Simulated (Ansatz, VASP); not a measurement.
# SnS in VASP and in Ansatz

POSCAR

```
SnS
1.0
   10.9007350000      0.0000000000      0.0000000000
    0.0000000000      4.0132350000      0.0000000000
    0.0000000000      0.0000000000      4.2557930000
S Sn
4 4
Direct
    0.8555000000      0.2500000000      0.4828000000
    0.6445000000      0.7500000000      0.9828000000
    0.3555000000      0.2500000000      0.0172000000
    0.1445000000      0.7500000000      0.5172000000
    0.1187000000      0.2500000000      0.0988000000
    0.3813000000      0.7500000000      0.5988000000
    0.6187000000      0.2500000000      0.4012000000
    0.8813000000      0.7500000000      0.9012000000
```

Contents of INCAR.step1:

```
PREC = Accurate
ENCUT = 550
ISMEAR = -1
SIGMA = 0.1
LREAL = False
LASPH = True
NELM = 120
NBANDS = 50
GGA = PE
ALGO = Normal
EDIFF = 1E-5
LWAVE = True
LCHARG = False
GGA_COMPAT = False
```

The input INCAR.step2:

```
PREC = Accurate
ENCUT = 550
EDIFF = 1E-6
ISMEAR = -1
SIGMA = 0.1
LREAL = False
LASPH = True
NELM = 120
ALGO = Normal
ISIF = 2
LWAVE = False
LCHARG = False
METAGGA = R2SCAN
LMIXTAU = True
NBANDS = 50
ISTART = 1
GGA_COMPAT = False
```

KPOINTS

```
regular mesh
0
Gamma
  3 6 6
```

Input for Ansatz:

```yaml
crystal:
  lattice:
    - [10.900735, 0.0, 0.0]
    - [0.0, 4.013235, 0.0]
    - [0.0, 0.0, 4.255793]
  atoms:
    - { symbol: S, position: [0.8555, 0.25, 0.4828] }
    - { symbol: S, position: [0.6445, 0.75, 0.9828] }
    - { symbol: S, position: [0.3555, 0.25, 0.0172] }
    - { symbol: S, position: [0.1445, 0.75, 0.5172] }
    - { symbol: Sn, position: [0.1187, 0.25, 0.0988] }
    - { symbol: Sn, position: [0.3813, 0.75, 0.5988] }
    - { symbol: Sn, position: [0.6187, 0.25, 0.4012] }
    - { symbol: Sn, position: [0.8813, 0.75, 0.9012] }
  symmetry: { tolerance: 0.0003 }
kpoints:
  mp_grid: { grid: [3, 6, 6], shift: [0, 0, 0] }
  band_path:
    path:
      - [0.0, 0.0, 0.0]
      - [0.5, 0.0, 0.0]
      - [0.5, 0.5, 0.0]
      - [0.0, 0.5, 0.0]
      - [0.0, 0.0, 0.0]
      - [0.0, 0.0, 0.5]
      - [0.5, 0.0, 0.5]
      - [0.5, 0.5, 0.5]
      - [0.0, 0.5, 0.5]
      - [0.0, 0.0, 0.5]
      - [0.5, 0.0, 0.0]
    npoints: 6
magnetization:
  spin_polarized: false
scf:
  occupations: { method: fermi_dirac }
  lower_state_search: "off"
  max_iter: 200
hamiltonian:
  pseudopotentials: { kind: paw }
  xc: r2scan
basis:
  ecutwfc: 500
  fft_grid_basis: typed
output:
  forces: true
  stress: true
  eigenvalues: true
  bader: true
  populations: true
  elf: true
  write_potential: true
  volumetric_format: npy
  dos:
    e_range: [-12, 8]
    de: 0.05
    projected: { site_lists: { S: [S], Sn: [Sn] } }
checkpoint:
  read: saved_state
```

Alike in both runs: task single point; functional r2SCAN; k mesh 3 × 6 × 6; no spin polarisation.

|  | VASP | Ansatz |
| --- | --- | --- |
| version | VASP 6.6.1 | Ansatz 0.2.0 |
| potentials or method | VASP PAW PBE potentials, release 64 (S, Sn_d), cutoff 550 eV | PAW plane waves |
| occupations | fermi-dirac, width 0.1 eV | fermi-dirac |
| valence electrons in the cell | 80 | 80 |

|  | VASP | Ansatz | Ansatz less VASP |
| --- | --- | --- | --- |
| pressure (GPa) | 2.1 | 2.1 | 0.00 |
| traceless stress, the component that is largest in VASP (GPa) | 1.31 | 1.32 | +0.014 |
| rms of the force components (eV/Å) | 0.118 | 0.124 | +0.0057 |

VASP's potentials were made for PBE, not for r2SCAN. Atom by atom the forces differ by 0.006 eV/Å (rms over components).
